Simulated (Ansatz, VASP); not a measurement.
## MgO: VASP beside Ansatz

Contents of POSCAR:

```
MgO
1.0
    0.0000000000      2.0970013927      2.0970013927
    2.0970013927      0.0000000000      2.0970013927
    2.0970013927      2.0970013927      0.0000000000
Mg O
1 1
Direct
    0.0000000000      0.0000000000      0.0000000000
    0.5000000000      0.5000000000      0.5000000000
```

Contents of INCAR.step1:

```
ALGO = Normal ; EDIFF = 1E-4
ENCUT = 520 ; GGA = PE
ISMEAR = -1 ; LASPH = True
LCHARG = False ; LREAL = False
LWAVE = True ; NBANDS = 11
NELM = 60 ; PREC = Accurate
SIGMA = 0.05
```

The input INCAR.step2:

```
ALGO = Normal ; EDIFF = 1E-7
ENCUT = 520 ; ISIF = 2
ISMEAR = -1 ; ISTART = 1
LASPH = True ; LCHARG = False
LMIXTAU = True ; LREAL = False
LWAVE = False ; METAGGA = R2SCAN
NBANDS = 11 ; NELM = 60
PREC = Accurate ; SIGMA = 0.05
```

Contents of KPOINTS:

```
k-points
0
Gamma
  6 6 6
```

The input input.yaml:

```yaml
crystal:
  lattice:
    - [0.0, 2.0970013927, 2.0970013927]
    - [2.0970013927, 0.0, 2.0970013927]
    - [2.0970013927, 2.0970013927, 0.0]
  atoms:
    - { symbol: Mg, position: [0.0, 0.0, 0.0] }
    - { symbol: O, position: [0.5, 0.5, 0.5] }
hamiltonian:
  xc: r2scan
  pseudopotentials: { kind: paw }
kpoints:
  mp_grid: { grid: [6, 6, 6] }
  band_path:
    path:
      - [[0.0, 0.0, 0.0], [0.5, 0.0, 0.5], [0.5, 0.25, 0.75], [0.375, 0.375, 0.75], [0.0, 0.0, 0.0], [0.5, 0.5, 0.5], [0.625, 0.25, 0.625], [0.5, 0.25, 0.75], [0.5, 0.5, 0.5], [0.375, 0.375, 0.75]]
      - [[0.625, 0.25, 0.625], [0.5, 0.0, 0.5]]
    npoints: 14
scf:
  occupations: { method: fermi_dirac, width: 0.05 }
  n_extra_bands: 6
output:
  forces: true
  stress: true
  eigenvalues: true
  fatbands: false
```

Alike in both runs: functional r2SCAN; k mesh 6 × 6 × 6; occupations fermi-dirac, width 0.05 eV; no spin polarisation.

|  | VASP | Ansatz |
| --- | --- | --- |
| version | VASP 6.6.1 | Ansatz 0.2.0 |
| potentials or method | VASP PAW PBE potentials, release 64 (Mg, O) | Ansatz PAW |
| plane-wave cutoff (eV) | 520 | 500 |
| valence electrons in the cell | 8 | 16 |
| task | single point | band structure |

Ansatz gave:

- gap on the k mesh at the Fermi level (eV): 5.76
- least direct gap on the mesh (eV): 5.76
- pressure (GPa): 1.3

Q: Which values does VASP return?

A: gap on the k mesh at the Fermi level (eV): 5.74; least direct gap on the mesh (eV): 5.74; pressure (GPa): 0.1.

VASP's potentials were made for PBE, not for r2SCAN. VASP's potentials hold 8 valence electrons a cell and Ansatz's 16, so a difference there can come from the potentials and not from the codes.

The k mesh is coarse, so the values compare programs but aren't converged.
